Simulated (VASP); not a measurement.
Input of a VASP 6.6.1 run:

Contents of INCAR:

```
PREC = Accurate ; ENCUT = 600
EDIFF = 1E-6 ; ISMEAR = -1
SIGMA = 0.15 ; LREAL = False
LASPH = True ; NELM = 80
ALGO = Fast ; ISIF = 3
LWAVE = False ; LCHARG = False
GGA = PS ; IBRION = 2
NSW = 80 ; EDIFFG = -0.001
```

File KPOINTS:

```
regular mesh
0
Gamma
  12 12 12
```

POSCAR

```
Sn
1.0
    0.0000000000      3.2707792813      3.2707792813
    3.2707792813      0.0000000000      3.2707792813
    3.2707792813      3.2707792813      0.0000000000
Sn
2
Direct
    0.5000000000      0.5000000000      0.5000000000
    0.7500000000      0.7500000000      0.7500000000
```

Potentials or basis: VASP PAW PBE potentials, release 64 (Sn_d).

Run with:

```console
$ cat potpaw_PBE.64/Sn_d/POTCAR > POTCAR
$ mpirun -np 1 vasp_std > vasp.out
```

What does it give for the band gap on the k mesh?

Zero (bands 14 and 15 overlap by 0.19 eV).

Final structure:
```cif
data_structure
_symmetry_space_group_name_H-M 'P 1'
_symmetry_Int_Tables_number 1
_cell_length_a 4.6257
_cell_length_b 4.6257
_cell_length_c 4.6257
_cell_angle_alpha 60.000
_cell_angle_beta 60.000
_cell_angle_gamma 60.000
_cell_volume 69.99
loop_
_atom_site_label
_atom_site_type_symbol
_atom_site_fract_x
_atom_site_fract_y
_atom_site_fract_z
_atom_site_occupancy
Sn1 Sn 0.50000 0.50000 0.50000 1
Sn2 Sn 0.75000 0.75000 0.75000 1
```

Caveat: spin-orbit coupling is left out, which moves the levels of the heavy elements.
